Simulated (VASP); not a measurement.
# Ta2N (P-3m1) in VASP: notebook

Ta2N is run at these levels: PBE; tasks: single point.

Everything below comes from runs of VASP 6.6.1. Logs are shortened: lines on timing, memory, paths and dates and some standing lists are left out, and cuts for length are marked.

## 1. The cell of the first run

It takes space group P-3m1 (No. 164, trigonal). Conventional cell: a = 3.101 Å, b = 3.101 Å, c = 4.638 Å, α = 90.00°, β = 90.00°, γ = 120.00°. Within 3.2 Å of Ta (site symmetry 3m) lie 3 N at 2.15 Å and 12 Ta at 2.89 to 3.10 Å. Within 2.8 Å of N (site symmetry -3m) lie 6 Ta at 2.15 Å.

## 2. Single point, PBE (strain +0.000 along x and y, -0.050 along z)

Input file INCAR:

```
PREC = Accurate
ENCUT = 520
EDIFF = 1E-6
ISMEAR = 0
SIGMA = 0.15
LREAL = F
LASPH = T
NELM = 60
ALGO = Normal
ISIF = 2
LWAVE = F
LCHARG = T
GGA = PE
LELF = T
LVHAR = T
NBANDS = 20
```

Input file KPOINTS:

```
Automatic mesh
0
Gamma
  18 18 10
```

Input file POSCAR:

```
Ta2N
1.0
    3.1011400556      0.0000000000      0.0000000000
   -1.5505700278      2.6856660688      0.0000000000
    0.0000000000      0.0000000000      4.6377955592
Ta N
2 1
Direct
    0.6666666667      0.3333333333      0.7449050322
    0.3333333333      0.6666666667      0.2550949678
    0.0000000000      0.0000000000      0.0000000000
```

Potentials or basis: VASP PAW PBE potentials, release 64 (Ta_pv, N).

Run with:

```console
cat potpaw_PBE.64/Ta_pv/POTCAR potpaw_PBE.64/N/POTCAR > POTCAR
mpirun -np 1 vasp_std > vasp.out
```

OUTCAR:

```text
PREC = Accurate
   ENCUT = 520
   EDIFF = 1E-6
   ISMEAR = 0
   LREAL = F
   LASPH = T
   NELM = 60
   ISIF = 2
   GGA = PE

 ion  position               nearest neighbor table
   1  0.667  0.333  0.745-   3 2.15   3 2.15   3 2.15   2 2.89   2 2.89   2 2.89   2 2.97   2 2.97
                             2 2.97
   2  0.333  0.667  0.255-   3 2.15   3 2.15   3 2.15   1 2.89   1 2.89   1 2.89   1 2.97   1 2.97
                             1 2.97
   3  0.000  0.000  0.000-   1 2.15   2 2.15   2 2.15   1 2.15   1 2.15   2 2.15

  LATTYP: Found a hexagonal cell.
 ALAT       =     3.1011400556
 C/A-ratio  =     1.4955130939

  Lattice vectors:

 A1 = (   3.1011400556,   0.0000000000,   0.0000000000)
 A2 = (  -1.5505700278,   2.6856660688,   0.0000000000)
 A3 = (   0.0000000000,   0.0000000000,   4.6377955592)

Analysis of symmetry for initial positions (statically):
=====================================================================
 Subroutine PRICEL returns:
 Original cell was already a primitive cell.

 Routine SETGRP: Setting up the symmetry group for a
 hexagonal supercell.

 Subroutine GETGRP returns: Found 12 space group operations
 (whereof 12 operations were pure point group operations)
 out of a pool of 24 trial point group operations.

The static configuration has the point symmetry D_3d.

Analysis of symmetry for dynamics (positions and initial velocities):
=====================================================================
 Subroutine PRICEL returns:
 Original cell was already a primitive cell.

 Routine SETGRP: Setting up the symmetry group for a
 hexagonal supercell.

 Subroutine GETGRP returns: Found 12 space group operations
 (whereof 12 operations were pure point group operations)
 out of a pool of 24 trial point group operations.

The dynamic configuration has the point symmetry D_3d.

 Subroutine INISYM returns: Found 12 space group operations
 (whereof 12 operations are pure point group operations),
 and found     1 'primitive' translations

----------------------------------------------------------------------------------------

                                     Primitive cell

  volume of cell :      38.6265

[... 84 lines left out ...]
   ISPIN  =      1    spin polarized calculation?
   LNONCOLLINEAR =      F non collinear calculations
   LSORBIT =      F    spin-orbit coupling
   LASPH  =      T    aspherical Exc in radial PAW
   ENCUT  =  520.0 eV  38.22 Ry    6.18 a.u.   5.77  5.77  8.62*2*pi/ulx,y,z
   NELM   =     60;   NELMIN=  2; NELMDL= -5     # of ELM steps
   EDIFF  = 0.1E-05   stopping-criterion for ELM
   LREAL  =      F    real-space projection
   EDIFFG = 0.1E-04   stopping-criterion for IOM
   NSW    =      0    number of steps for IOM
   IBRION =     -1    ionic relax: 0-MD 1-quasi-New 2-CG
   NFREE  =      0    steps in history (QN), initial steepest desc. (CG)
   ISIF   =      2    stress and relaxation
   ISYM   =      2    0-nonsym 1-usesym 2-fastsym
   POTIM  = 0.5000    time-step for ionic-motion
   TEBEG  =    0.0;   TEEND  =   0.0 temperature during run
   PSTRESS=    0.0 pullay stress
   NELECT =      27.0000    total number of electrons
   NUPDOWN=      -1.0000    fix difference up-down
   EMIN   =  10.00;   EMAX   =-10.00  energy-range for DOS
   EFERMI =   0.00;   METHOD = LEGACY
   ISMEAR =     0;   SIGMA  =   0.15  broadening in eV -4-tet -1-fermi 0-gaus
   EFERMI_NEDOS =   21; number of points for ismear=-14 and -15
   IALGO  =     38    algorithm
   IMIX   =      4    mixing-type and parameters
     AMIX     =   0.40;   BMIX     =  1.00
     AMIX_MAG =   1.60;   BMIX_MAG =  1.00
  volume/ion in A,a.u.               =      12.88        86.89
  Fermi-wavevector in a.u.,A,eV,Ry     =   1.452896  2.745575 28.720616  2.110906
  Thomas-Fermi vector in A             =   2.570225
   LORBIT       =      0    0 simple, 1 ext, 2 COOP (PROOUT), +10 PAW based schemes
   GGA     = PE    functional components
   LHFCALC =     F    Hartree Fock is set to
   AEXX    =    0.0000 exact exchange contribution
   IVDW    =     0    specifies the selected vdW correction
   LEPSILON=     F    determine dielectric tensor
   LRPA    =     F    only Hartree local field effects (RPA)
 non-spin polarized calculation
 Gauss-broadening in eV      SIGMA  =   0.15
  energy-cutoff  :      520.00
  volume of cell :       38.63
 maximum number of plane-waves:      1056
   NGX = 11   NGY = 11   NGZ = 17

 number of electron      26.9999999 magnetization

 Free energy of the ion-electron system (eV)
  ---------------------------------------------------
  ext. energy  EPLUGINS =         0.00000000
  ---------------------------------------------------
  free energy    TOTEN  =       -34.23300597 eV

  energy without entropy =      -34.22106518  energy(sigma->0) =      -34.22703558

 E-fermi :   7.9744     XC(G=0): -13.1441

 val. band max:        7.9695830245   @ k =  -0.0556   0.3889   0.2000
 cond. band min:       7.9813655787   @ k =   0.0000   0.0000   0.0000
 fundamental gap:      0.0117825543
 Fermi energy:         7.9743633221

 k-point     1 :       0.0000    0.0000    0.0000
  band No.  band energies     occupation
      1     -27.7091      2.00000
      2     -26.8687      2.00000
      3     -26.8687      2.00000
      4     -26.6805      2.00000
      5     -26.6805      2.00000
      6     -26.4561      2.00000
[... 541 lines left out ...]
     19      12.8755      0.00000
     20      13.2596      0.00000

 [... further k-points ...]

------------------------ aborting loop because EDIFF is reached ----------------------------------------

  FORCE on cell =-STRESS in cart. coord.  units (eV):
  Direction    XX          YY          ZZ          XY          YZ          ZX
  --------------------------------------------------------------------------------------
  -------------------------------------------------------------------------------------
  Total        3.1035777      3.1035777      6.1869491      0.0000000      0.0000000      0.0000000
  in kB      128.7325024    128.7325024    256.6268728      0.0000000      0.0000000      0.0000000
  external PRESSURE =     171.3639592 kB  Pullay stress =       0.0000000 kB

 VOLUME and BASIS-vectors are now :
 -----------------------------------------------------------------------------
  energy-cutoff  :      520.00
  volume of cell :       38.63
      direct lattice vectors                 reciprocal lattice vectors
     3.101140056  0.000000000  0.000000000     0.322462057  0.186173555  0.000000000
    -1.550570028  2.685666069  0.000000000     0.000000000  0.372347110  0.000000000
     0.000000000  0.000000000  4.637795559     0.000000000  0.000000000  0.215619681

 POSITION                                       TOTAL-FORCE (eV/Angst)
 -----------------------------------------------------------------------------------
      1.55057      0.89522      3.45472        -0.000000      0.000000      0.088508
     -0.00000      1.79044      1.18308         0.000000     -0.000000     -0.088508
      0.00000      0.00000      0.00000        -0.000000      0.000000      0.000000
 -----------------------------------------------------------------------------------
    total drift:                                0.000000     -0.000000      0.000000

  FREE ENERGIE OF THE ION-ELECTRON SYSTEM (eV)
  ---------------------------------------------------
  free  energy   TOTEN  =       -34.2330059750 eV

  energy  without entropy=      -34.2210651839  energy(sigma->0) =      -34.22703558
```

Run time: 74 s. Hardware: 1 thread of Intel Xeon 6975P-C (Granite Rapids), shared host; peak memory 0.33 GiB.

What came out:

* Free energy: -34.2330 eV
* Pressure: 17.1 GPa
* Largest force: 0.089 eV/Å
* Band gap on the k mesh: zero (an odd number of electrons rules out a gap without spin polarisation)

Forces in eV/Å, atoms in the order of the input:
```
Ta   0.000  0.000  0.089
Ta   0.000  0.000 -0.089
N    0.000  0.000  0.000
```

Levels at points of the mesh, in eV from the Fermi level:
```tsv
k point	band 11	band 12	band 13	band 14	band 15	band 16
(0.00, 0.00, 0.00)	-4.80	-0.25	-0.21	-0.21	0.01	0.01
(0.50, 0.00, 0.00)	-4.80	-2.76	-1.37	1.69	2.50	3.83
(0.00, 0.00, 0.50)	-2.66	-2.39	-1.38	-1.38	2.12	2.14
(0.50, 0.00, 0.50)	-3.25	-2.20	-2.11	-0.05	0.63	3.21
```

Caveat: the cell differs from its parent crystal (strain +0.000 along x and y, -0.050 along z); the cell stands under pressure; spin-orbit coupling is left out, which moves the levels of the heavy elements.

## 3. Single point, PBE (strain -0.025 along x and y, +0.000 along z)

Input file INCAR:

```
SYSTEM = Ta2N
PREC = Accurate
ENCUT = 520
EDIFF = 1E-6
ISMEAR = 0
SIGMA = 0.15
LREAL = .False.
LASPH = .True.
NELM = 100
ALGO = Normal
ISIF = 2
LWAVE = .False.
LCHARG = .False.
GGA = PE
NBANDS = 20
```

Input file KPOINTS:

```
regular mesh
0
Gamma
  18 18 10
  0 0 0
```

Input file POSCAR:

```
Ta2N
1.0
    3.0236115542      0.0000000000      0.0000000000
   -1.5118057771      2.6185244171      0.0000000000
    0.0000000000      0.0000000000      4.8818900623
Ta N
2 1
Direct
    0.6666666667      0.3333333333      0.7449050322
    0.3333333333      0.6666666667      0.2550949678
    0.0000000000      0.0000000000      0.0000000000
```

Potentials or basis: VASP PAW PBE potentials, release 64 (Ta_pv, N).

Run with:

```console
cat potpaw_PBE.64/Ta_pv/POTCAR potpaw_PBE.64/N/POTCAR > POTCAR
mpirun -np 1 vasp_std > vasp.out
```

It took 74 s on 1 thread of Intel Xeon 6975P-C (Granite Rapids), shared host; peak memory 0.34 GiB.

It converged, with:

```yaml
Free_energy: -34.2770 eV
Pressure: 16.5 GPa
Largest_force: 0.554 eV/Å
Band_gap_on_the_k_mesh: zero (an odd number of electrons rules out a gap without spin polarisation)
```

Forces in eV/Å, atoms in the order of the input:
```
Ta   0.000  0.000 -0.554
Ta   0.000  0.000  0.554
N    0.000  0.000  0.000
```

Stress tensor (GPa, compression positive):
```
18.35  0.00  0.00
 0.00 18.35  0.00
 0.00  0.00 12.91
```

Levels at points of the mesh, in eV from the Fermi level:
```tsv
k point	band 11	band 12	band 13	band 14	band 15	band 16
(0.00, 0.00, 0.00)	-5.01	-0.99	-0.24	-0.24	0.24	0.55
(0.50, 0.00, 0.00)	-4.84	-2.60	-1.27	1.48	2.32	4.20
(0.00, 0.00, 0.50)	-3.23	-2.79	-1.05	-1.05	1.73	2.37
(0.50, 0.00, 0.50)	-3.57	-2.13	-2.08	-0.45	0.90	3.83
```

Caveat: the cell differs from its parent crystal (strain -0.025 along x and y, +0.000 along z); the cell stands under pressure; spin-orbit coupling is left out, which moves the levels of the heavy elements.

## 4. Single point, PBE (strain +0.000 along x and y, -0.025 along z)

Input file INCAR:

```
SYSTEM = Ta2N
ALGO = Normal
EDIFF = 1E-7
ENCUT = 520
GGA = PE
ISIF = 2
ISMEAR = 0
LASPH = .TRUE.
LCHARG = .FALSE.
LREAL = .FALSE.
LWAVE = .FALSE.
NBANDS = 20
NELM = 80
PREC = Accurate
SIGMA = 0.15
```

Input file KPOINTS:

```
k-points
0
G
  18 18 10
  0 0 0
```

Input file POSCAR:

```
Ta2N
1.0
    3.1011400556      0.0000000000      0.0000000000
   -1.5505700278      2.6856660688      0.0000000000
    0.0000000000      0.0000000000      4.7598428107
Ta N
2 1
Direct
    0.6666666667      0.3333333333      0.7449050322
    0.3333333333      0.6666666667      0.2550949678
    0.0000000000      0.0000000000      0.0000000000
```

Potentials or basis: VASP PAW PBE potentials, release 64 (Ta_pv, N).

Run with:

```console
cat potpaw_PBE.64/Ta_pv/POTCAR potpaw_PBE.64/N/POTCAR > POTCAR
mpirun -np 1 vasp_std > vasp.out
```

OUTCAR:

```text
SYSTEM = Ta2N
   EDIFF = 1E-7
   ENCUT = 520
   GGA = PE
   ISIF = 2
   ISMEAR = 0
   LASPH = .TRUE.
   LREAL = .FALSE.
   NELM = 80
   PREC = Accurate

 ion  position               nearest neighbor table
   1  0.667  0.333  0.745-   3 2.16   3 2.16   3 2.16   2 2.94   2 2.94   2 2.94   2 3.02   2 3.02
                             2 3.02
   2  0.333  0.667  0.255-   3 2.16   3 2.16   3 2.16   1 2.94   1 2.94   1 2.94   1 3.02   1 3.02
                             1 3.02
   3  0.000  0.000  0.000-   1 2.16   2 2.16   2 2.16   1 2.16   1 2.16   2 2.16

  LATTYP: Found a hexagonal cell.
 ALAT       =     3.1011400556
[... 748 lines left out ...]
  Direction    XX          YY          ZZ          XY          YZ          ZX
  --------------------------------------------------------------------------------------
  -------------------------------------------------------------------------------------
  Total        1.5512383      1.5512383      2.9668542      0.0000000      0.0000000     -0.0000000
  in kB       62.6935834     62.6935834    119.9059628      0.0000000      0.0000000     -0.0000000
  external PRESSURE =      81.7643765 kB  Pullay stress =       0.0000000 kB

 VOLUME and BASIS-vectors are now :
 -----------------------------------------------------------------------------
  energy-cutoff  :      520.00
  volume of cell :       39.64
      direct lattice vectors                 reciprocal lattice vectors
     3.101140056  0.000000000  0.000000000     0.322462057  0.186173555  0.000000000
    -1.550570028  2.685666069  0.000000000     0.000000000  0.372347110  0.000000000
     0.000000000  0.000000000  4.759842811     0.000000000  0.000000000  0.210090971

 POSITION                                       TOTAL-FORCE (eV/Angst)
 -----------------------------------------------------------------------------------
      1.55057      0.89522      3.54563        -0.000000      0.000000      0.011257
     -0.00000      1.79044      1.21421         0.000000     -0.000000     -0.011257
      0.00000      0.00000      0.00000        -0.000000      0.000000      0.000000
 -----------------------------------------------------------------------------------
    total drift:                                0.000000     -0.000000      0.000000

  FREE ENERGIE OF THE ION-ELECTRON SYSTEM (eV)
  ---------------------------------------------------
  free  energy   TOTEN  =       -34.3519032407 eV

  energy  without entropy=      -34.3389167048  energy(sigma->0) =      -34.34540997
```

OSZICAR:

```text
N       E                     dE             d eps       ncg     rms          rms(c)
DAV:   1     0.213919141481E+03    0.21392E+03   -0.14982E+04 13200   0.139E+03
DAV:   2    -0.279254375219E+02   -0.24184E+03   -0.23555E+03 14852   0.399E+02
DAV:   3    -0.374425739328E+02   -0.95171E+01   -0.93225E+01 16524   0.715E+01
DAV:   4    -0.375714212214E+02   -0.12885E+00   -0.12818E+00 16188   0.789E+00
DAV:   5    -0.375727288646E+02   -0.13076E-02   -0.13069E-02 16244   0.674E-01    0.278E+01
DAV:   6    -0.347089538952E+02    0.28638E+01   -0.15720E+01 17192   0.251E+01    0.132E+01
DAV:   7    -0.344103336508E+02    0.29862E+00   -0.16668E+00 14984   0.840E+00    0.716E+00
DAV:   8    -0.343565005715E+02    0.53833E-01   -0.26406E-01 15388   0.401E+00    0.430E-01
DAV:   9    -0.343523046392E+02    0.41959E-02   -0.29254E-02 16444   0.108E+00    0.255E-01
DAV:  10    -0.343520340230E+02    0.27062E-03   -0.48690E-03 16820   0.550E-01    0.767E-02
DAV:  11    -0.343519236036E+02    0.11042E-03   -0.11477E-03 15468   0.203E-01    0.354E-02
DAV:  12    -0.343519035983E+02    0.20005E-04   -0.11429E-04 15232   0.733E-02    0.674E-03
DAV:  13    -0.343519037979E+02   -0.19961E-06   -0.11954E-05 16088   0.212E-02    0.403E-03
DAV:  14    -0.343519032076E+02    0.59028E-06   -0.15775E-06 15576   0.901E-03    0.138E-03
DAV:  15    -0.343519032407E+02   -0.33061E-07   -0.90054E-08  8196   0.253E-03
   1 F= -.34351903E+02 E0= -.34345410E+02  d E =-.129865E-01
```

stdout:

```text
POSCAR found type information on POSCAR TaN
 POSCAR found :  2 types and       3 ions
 scaLAPACK will be used
 LDA part: xc-table for (Slater+PW92), standard interpolation
 POSCAR, INCAR and KPOINTS ok, starting setup
 FFT: planning ... GRIDC
 FFT: planning ... GRID_SOFT
 FFT: planning ... GRID
 WAVECAR not read
 entering main loop
```

It took 79 s on 1 thread of Intel Xeon 6975P-C (Granite Rapids), shared host; peak memory 0.34 GiB.

Results:

* Free energy: -34.3519 eV
* Pressure: 8.2 GPa
* Largest force: 0.011 eV/Å
* Band gap on the k mesh: zero (an odd number of electrons rules out a gap without spin polarisation)

Forces in eV/Å, atoms in the order of the input:
```
Ta   0.000  0.000  0.011
Ta   0.000  0.000 -0.011
N    0.000  0.000  0.000
```

Caveat: the cell differs from its parent crystal (strain +0.000 along x and y, -0.025 along z); the cell stands under pressure; spin-orbit coupling is left out, which moves the levels of the heavy elements.

## 5. Summary

```tsv
cell	gap on the mesh (eV)	pressure (GPa)	largest force (eV/Å)
a = 3.101, b = 3.101, c = 4.638 Å, angles 90.0, 90.0, 120.0°, 3 atoms	none	17.1	0.09
a = 3.024, b = 3.024, c = 4.882 Å, angles 90.0, 90.0, 120.0°, 3 atoms	none	16.5	0.55
a = 3.101, b = 3.101, c = 4.760 Å, angles 90.0, 90.0, 120.0°, 3 atoms	none	8.2	0.01
```

Alike in all rows: task single point; level PBE; potentials or basis VASP PAW PBE potentials, release 64 (Ta_pv, N); no spin polarisation; k mesh 18 × 18 × 10; cutoff (eV) 520; smearing gaussian 0.15 eV.

Caveats: the cell stands under pressure; spin-orbit coupling is left out, which moves the levels of the heavy elements.

Absolute energies hang on the potentials; compare differences alone.
